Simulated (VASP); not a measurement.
# CaO (Fm-3m) in VASP: elastic constants with PBE

Aim: the elastic constants of CaO with PBE.

Program: VASP 6.6.1. These are calculated values, not measurements. Logs are shortened: lines on timing, memory, paths and dates and some standing lists are left out, and cuts for length are marked.

## 1. The cell of the first run

Symmetry: Fm-3m, No. 225, cubic system. Conventional cell: a = 4.831 Å, b = 4.831 Å, c = 4.831 Å, α = 90.00°, β = 90.00°, γ = 90.00°. Within 3.2 Å of Ca (site symmetry m-3m) lie 6 O at 2.42 Å. O (site symmetry m-3m) has 6 Ca at 2.42 Å within 3.2 Å.

## 2. Elastic constants, PBE

Contents of INCAR:

```
SYSTEM = CaO
ALGO = Normal
EDIFF = 1E-8
ENCUT = 600
GGA = PE
IBRION = 6
ISIF = 3
ISMEAR = 0
LASPH = .True.
LCHARG = .False.
LREAL = .False.
LWAVE = .False.
NELM = 80
NFREE = 2
NSW = 1
POTIM = 0.015
PREC = Accurate
SIGMA = 0.01
```

Contents of KPOINTS:

```
k-points
0
Gamma
  8 8 8
  0 0 0
```

Contents of POSCAR:

```
CaO
1.0
    0.0000000000      2.4154723971      2.4154723971
    2.4154723971      0.0000000000      2.4154723971
    2.4154723971      2.4154723971      0.0000000000
Ca O
1 1
Direct
    0.0000000000      0.0000000000      0.0000000000
    0.5000000000      0.5000000000      0.5000000000
```

Potentials or basis: VASP PAW PBE potentials, release 64 (Ca_sv, O).

On the command line:

```sh
> cat potpaw_PBE.64/Ca_sv/POTCAR potpaw_PBE.64/O/POTCAR > POTCAR
> mpirun -np 1 vasp_std > vasp.out
```

OUTCAR:

```text
SYSTEM = CaO
   EDIFF = 1E-8
   ENCUT = 600
   GGA = PE
   IBRION = 6
   ISIF = 3
   ISMEAR = 0
   LASPH = .True.
   LREAL = .False.
   NELM = 80
   NFREE = 2
   NSW = 1
   POTIM = 0.015
   PREC = Accurate

 ion  position               nearest neighbor table
   1  0.000  0.000  0.000-   2 2.42   2 2.42   2 2.42   2 2.42   2 2.42   2 2.42
   2  0.500  0.500  0.500-   1 2.42   1 2.42   1 2.42   1 2.42   1 2.42   1 2.42

  LATTYP: Found a face centered cubic cell.
 ALAT       =     4.8309447942

  Lattice vectors:

 A1 = (   0.0000000000,   2.4154723971,   2.4154723971)
 A2 = (   2.4154723971,   0.0000000000,   2.4154723971)
 A3 = (   2.4154723971,   2.4154723971,   0.0000000000)

Analysis of symmetry for initial positions (statically):
=====================================================================
 Subroutine PRICEL returns:
 Original cell was already a primitive cell.

 Routine SETGRP: Setting up the symmetry group for a
 face centered cubic supercell.

 Subroutine GETGRP returns: Found 48 space group operations
 (whereof 48 operations were pure point group operations)
 out of a pool of 48 trial point group operations.

The static configuration has the point symmetry O_h .

Analysis of symmetry for dynamics (positions and initial velocities):
=====================================================================
 Subroutine PRICEL returns:
 Original cell was already a primitive cell.

 Routine SETGRP: Setting up the symmetry group for a
 face centered cubic supercell.

 Subroutine GETGRP returns: Found 48 space group operations
 (whereof 48 operations were pure point group operations)
 out of a pool of 48 trial point group operations.

The dynamic configuration has the point symmetry O_h .

 Subroutine INISYM returns: Found 48 space group operations
[... 692 lines left out ...]
      1     -35.3252      2.00000
      2     -17.0449      2.00000
      3     -16.4378      2.00000
      4     -16.3302      2.00000
      5     -12.3692      2.00000
      6       0.2354      2.00000
      7       1.1489      2.00000
      8       1.2278      2.00000
      9       8.9495      0.00000
     10       9.0315      0.00000
     11      10.9295      0.00000
     12      11.0864      0.00000

 [... further k-points ...]

------------------------ aborting loop because EDIFF is reached ----------------------------------------

  FORCE on cell =-STRESS in cart. coord.  units (eV):
  Direction    XX          YY          ZZ          XY          YZ          ZX
  --------------------------------------------------------------------------------------
  -------------------------------------------------------------------------------------
  Total        0.0838511      0.0781020      0.0781020      0.0000000     -0.0000000     -0.0000000
  in kB        4.7663203      4.4395253      4.4395253      0.0000000     -0.0000000     -0.0000000
  external PRESSURE =       4.5484570 kB  Pullay stress =       0.0000000 kB
[... 17 lines left out ...]
  FREE ENERGIE OF THE ION-ELECTRON SYSTEM (eV)
  ---------------------------------------------------
  free  energy   TOTEN  =       -12.8072670609 eV

  energy  without entropy=      -12.8072670609  energy(sigma->0) =      -12.80726706

 INTERNAL STRAIN TENSORS FROM STRAINED CELLS
 ============================================

 INTERNAL STRAIN TENSOR FOR ION    1 for displacements in x,y,z  (eV/Angst):
          X           Y           Z          XY          YZ          ZX
  --------------------------------------------------------------------------------
  x    -0.00000     0.00000    -0.00000     0.00000     0.00000     0.00000
  y    -0.00000    -0.00000     0.00000    -0.00000    -0.00000     0.00000
  z     0.00000    -0.00000    -0.00000     0.00000     0.00000    -0.00000

 INTERNAL STRAIN TENSORS FROM DISPLACED ATOMS
 ============================================

 INTERNAL STRAIN TENSOR FOR ION    1 for displacements in x,y,z  (eV/Angst):
          X           Y           Z          XY          YZ          ZX
  --------------------------------------------------------------------------------
  x     0.00000     0.00000     0.00000     0.00000     0.00000     0.00000
  y     0.00000     0.00000     0.00000     0.00000     0.00000     0.00000
  z     0.00000     0.00000     0.00000     0.00000     0.00000     0.00000

 INTERNAL STRAIN TENSOR FOR ION    2 for displacements in x,y,z  (eV/Angst):
          X           Y           Z          XY          YZ          ZX
  --------------------------------------------------------------------------------
  x     0.00000     0.00000     0.00000     0.00000     0.00000     0.00000
  y     0.00000     0.00000     0.00000     0.00000     0.00000     0.00000
  z     0.00000     0.00000     0.00000     0.00000     0.00000     0.00000

 Eigenvectors and eigenvalues of the dynamical matrix
 ----------------------------------------------------

   1 f  =    7.850820 THz    49.328157 2PiTHz  261.875168 cm-1    32.468368 meV
             X         Y         Z           dx          dy          dz
      0.000000  0.000000  0.000000     0.000000    0.534190   -0.000000
      2.415472  2.415472  2.415472    -0.000000   -0.845364    0.000000
[... 21 lines left out ...]
   6 f/i=    0.000366 THz     0.002299 2PiTHz    0.012206 cm-1     0.001513 meV
             X         Y         Z           dx          dy          dz
      0.000000  0.000000  0.000000     0.124353   -0.539170   -0.639119
      2.415472  2.415472  2.415472     0.078580   -0.340704   -0.403863

--------------------------------------------------------------------------------------------------------

 ELASTIC MODULI CONTR FROM IONIC RELAXATION (kBar)
 Direction    XX          YY          ZZ          XY          YZ          ZX
 --------------------------------------------------------------------------------
 XX           0.0000      0.0000      0.0000      0.0000      0.0000      0.0000
 YY           0.0000      0.0000      0.0000      0.0000      0.0000      0.0000
 ZZ           0.0000      0.0000      0.0000      0.0000      0.0000      0.0000
 XY           0.0000      0.0000      0.0000      0.0000      0.0000      0.0000
 YZ           0.0000      0.0000      0.0000      0.0000      0.0000      0.0000
 ZX           0.0000      0.0000      0.0000      0.0000      0.0000      0.0000
 --------------------------------------------------------------------------------

 TOTAL ELASTIC MODULI (kBar)
 Direction    XX          YY          ZZ          XY          YZ          ZX
 --------------------------------------------------------------------------------
 XX        2070.7150    568.0112    568.0112      0.0000     -0.0000      0.0000
 YY         568.0112   2070.7150    568.0112     -0.0000      0.0000      0.0000
 ZZ         568.0112    568.0112   2070.7150      0.0000     -0.0000      0.0000
 XY           0.0000     -0.0000      0.0000    751.2293      0.0000      0.0000
 YZ          -0.0000      0.0000     -0.0000      0.0000    751.2293      0.0000
 ZX           0.0000      0.0000      0.0000      0.0000      0.0000    751.2293
 --------------------------------------------------------------------------------
```

OSZICAR:

```text
N       E                     dE             d eps       ncg     rms          rms(c)
DAV:   1     0.145237003728E+03    0.14524E+03   -0.94311E+03   696   0.152E+03
[... 212 lines left out ...]
DAV:   3    -0.128073139034E+02    0.39155E-03   -0.17157E-03  1808   0.358E-01    0.520E-02
DAV:   4    -0.128072650675E+02    0.48836E-04   -0.36999E-04  1740   0.189E-01    0.244E-02
DAV:   5    -0.128072666803E+02   -0.16128E-05   -0.40878E-05  1584   0.597E-02    0.163E-02
DAV:   6    -0.128072673978E+02   -0.71744E-06   -0.73172E-06  1716   0.305E-02    0.455E-03
DAV:   7    -0.128072670288E+02    0.36899E-06   -0.22817E-06  1788   0.131E-02    0.154E-03
DAV:   8    -0.128072670552E+02   -0.26361E-07   -0.14099E-07  1804   0.435E-03    0.222E-04
DAV:   9    -0.128072670609E+02   -0.57589E-08   -0.47439E-09   892   0.847E-04
  17 F= -.12807267E+02 E0= -.12807267E+02  d E =-.421007E-36
```

Wall time 13 min (1 thread of Intel Xeon Platinum 8375C at 2.90GHz (Ice Lake), shared host); peak memory 0.27 GiB.

Results:

```
Elastic constants C11, C12, C44                         : 207, 57, 75 GPa
Voigt bulk modulus                                      : 107 GPa
Highest phonon frequency at Γ, LO-TO splitting left out : 262 cm⁻¹
```

Phonon frequencies in cm⁻¹ (negative: imaginary):
| q point | frequencies |
| --- | --- |
| (0.000, 0.000, 0.000) | 0 0 0 262 262 262 |

Elastic tensor in Voigt notation (GPa, in the Cartesian axes of the cell as first typed):
```
207  57  57   0   0   0
 57 207  57   0   0   0
 57  57 207   0   0   0
  0   0   0  75   0   0
  0   0   0   0  75   0
  0   0   0   0   0  75
```

Clamped-ion elastic tensor (GPa):
```
207  57  57   0   0   0
 57 207  57   0   0   0
 57  57 207   0   0   0
  0   0   0  75   0   0
  0   0   0   0  75   0
  0   0   0   0   0  75
```
